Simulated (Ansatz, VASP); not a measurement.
## Al3VN4 in VASP and in Ansatz

Contents of INCAR:

```
SYSTEM = Al3VN4
PREC = Accurate ; ENCUT = 600
EDIFF = 1E-7 ; ISMEAR = 0
SIGMA = 0.1 ; LREAL = .FALSE.
LASPH = .TRUE. ; NELM = 150
ALGO = Normal ; ISIF = 3
LWAVE = .FALSE. ; LCHARG = .FALSE.
ISPIN = 2 ; MAGMOM = 0 0 0 2 0 0 0 0
LORBIT = 11 ; LMAXMIX = 4
GGA = PE ; IBRION = 2
NSW = 90 ; EDIFFG = -0.04
```

The input KPOINTS:

```
regular mesh
0
G
  4 4 4
  0 0 0
```

POSCAR

```
Al3VN4
1.0
    4.6702703300      0.0000000000      0.0000000000
    0.0000000000      4.6702703300      0.0000000000
    0.0000000000      0.0000000000      4.6702703300
Al V N
3 1 4
Direct
    0.5000000000      0.0000000000      0.0000000000
    0.0000000000      0.0000000000      0.5000000000
    0.0000000000      0.5000000000      0.0000000000
    0.5000000000      0.5000000000      0.5000000000
    0.0000000000      0.5000000000      0.5000000000
    0.5000000000      0.5000000000      0.0000000000
    0.0000000000      0.0000000000      0.0000000000
    0.5000000000      0.0000000000      0.5000000000
```

Input for Ansatz:

```yaml
crystal:
  lattice:
    - [4.67027033, 0.0, 0.0]
    - [0.0, 4.67027033, 0.0]
    - [0.0, 0.0, 4.67027033]
  atoms:
    - { symbol: Al, position: [0.5, 0.0, 0.0] }
    - { symbol: Al, position: [0.0, 0.0, 0.5] }
    - { symbol: Al, position: [0.0, 0.5, 0.0] }
    - { symbol: V, position: [0.5, 0.5, 0.5], spin: 2.0 }
    - { symbol: "N", position: [0.0, 0.5, 0.5] }
    - { symbol: "N", position: [0.5, 0.5, 0.0] }
    - { symbol: "N", position: [0.0, 0.0, 0.0] }
    - { symbol: "N", position: [0.5, 0.0, 0.5] }
basis:
  ecutwfc: 420
kpoints:
  mp_grid: { grid: [4, 4, 4] }
hamiltonian:
  xc: pbe
scf:
  occupations: { method: gaussian, width: 0.1 }
  lower_state_search: "off"
output:
  forces: true
  stress: true
  eigenvalues: true
  populations: true
magnetization:
  spin_polarized: true
relax:
  adjacent_minimum: "off"
  f_tol: 0.04
  max_steps: 70
  cell: { stress_tol: 0.4 }
```

Alike in both runs: task relaxation of cell and atoms; functional PBE; k mesh 4 × 4 × 4; occupations gaussian, width 0.1 eV; collinear spin.

|  | VASP | Ansatz |
| --- | --- | --- |
| version | VASP 6.6.1 | Ansatz 0.2.0 |
| potentials or method | VASP PAW PBE potentials, release 64 (Al, V_sv, N), cutoff 600 eV | scalar-relativistic, plane waves, PAW |
| valence electrons in the cell | 42 | 42 |

|  | VASP | Ansatz | Ansatz less VASP |
| --- | --- | --- | --- |
| gap on the k mesh at the Fermi level, each at its own relaxed structure (eV) | none | none | - |
| net moment per atom (μB) | 0.00 | 0.20 | +0.203 |
| size of the moment on the site where the two differ most (μB) | 0.00 | 1.14 | +1.144 |
| relaxed volume (Å³/atom) | 8.59 | 8.66 | +0.070 |
| relaxed length of the cell vector where the two differ most in proportion (Å) | 4.097 | 4.108 | +0.0110 |

The net moments are unlike, so the other rows may belong to different states. Site moments also hang on the region over which each program counts them. A gap of «none» marks a metal or a gap that the smearing closes.

Noted on VASP's run: the volume moved by over 15 % at a fixed basis, so the end points are rough.
